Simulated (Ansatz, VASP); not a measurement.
PtSe2 in VASP and in Ansatz

```xyz
3
Lattice="3.7278 0.0000 0.0000 -1.8639 3.2284 0.0000 0.0000 0.0000 5.1319" Properties=species:S:1:pos:R:3 pbc="T T T"
Pt    0.0000    0.0000    0.0000
Se    0.0000    2.1522    1.3136
Se    1.8639    1.0761    3.8184
```

Change from the starting cell: z stretched by +2 %, ions relaxed.

Alike in both runs: functional PBE; k mesh 14 × 14 × 9; occupations fermi-dirac, width 0.05 eV; no spin polarisation.

Ansatz relaxed the structure, and its values are those at the end. VASP's run is a single point on that final structure, the one shown.

|  | VASP | Ansatz |
| --- | --- | --- |
| version | VASP 6.6.1 | Ansatz 0.2.0 |
| potentials or method | VASP PAW PBE potentials, release 64 (Pt, Se) | plane-wave PAW, scalar-relativistic |
| plane-wave cutoff (eV) | 520 | 420 |
| valence electrons in the cell | 22 | 50 |

Ansatz gave:

- pressure (GPa): 3.6
- rms of the force components (eV/Å): 0.004

Task: Which values does VASP return?

Result: Pressure (GPa): 3.6; rms of the force components (eV/Å): 0.002.

VASP's potentials hold 22 valence electrons a cell and Ansatz's 50, so a difference there can come from the potentials and not from the codes. Ansatz's warnings: stress scf threshold loose.

Spin-orbit coupling is off throughout.
